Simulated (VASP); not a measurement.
Ga3BAs4, 8 atoms in the cell. Symmetry: P-4m2, No. 115, tetragonal system. Conventional cell: a = 3.833 Å, b = 3.833 Å, c = 11.063 Å, α = 90.00°, β = 90.00°, γ = 90.00°. B (site symmetry -4m2) has 4 As at 2.22 Å within 2.9 Å. As (site symmetry 2mm) has 2 B at 2.22 Å and 2 Ga at 2.42 Å within 2.9 Å. Within 3.2 Å of As (site symmetry 2mm) lie 4 Ga at 2.41 Å. Within 3.2 Å of Ga (site symmetry 2mm) lie 4 As at 2.41 to 2.42 Å. Within 3.2 Å of Ga (site symmetry -4m2) lie 4 As at 2.41 Å. 

| Item | Value |
| --- | --- |
| Program | VASP 6.6.1 |
| Task | single point |
| Functional | r2SCAN |
| Potentials or basis | VASP PAW PBE potentials, release 64 (B, As, Ga_d) |
| Cutoff | 550 eV |
| k mesh | 6 × 6 × 2 |
| Occupations | gaussian, width 0.01 eV |
| Spin | no spin polarisation |
| Dipole correction | no |
| Further INCAR settings | ALGO = Normal; EDIFF = 1e-06; NBANDS = 41 |

Potentials or basis: VASP PAW PBE potentials, release 64 (B, As, Ga_d).

Run with:

```bash
$ cat potpaw_PBE.64/B/POTCAR potpaw_PBE.64/As/POTCAR potpaw_PBE.64/Ga_d/POTCAR > POTCAR
$ cp INCAR.step1 INCAR
$ mpirun -np 1 vasp_std > vasp.out
$ cp INCAR.step2 INCAR
$ mpirun -np 1 vasp_std > vasp.out
```

Hardware: 1 thread of Intel Xeon 6975P-C, with other jobs on the host.

Q: How long does it take, and how much memory?

A: It took 9.7 min on 1 thread of Intel Xeon 6975P-C, with other jobs on the host, peak memory 0.38 GiB. Counts: k points 20.
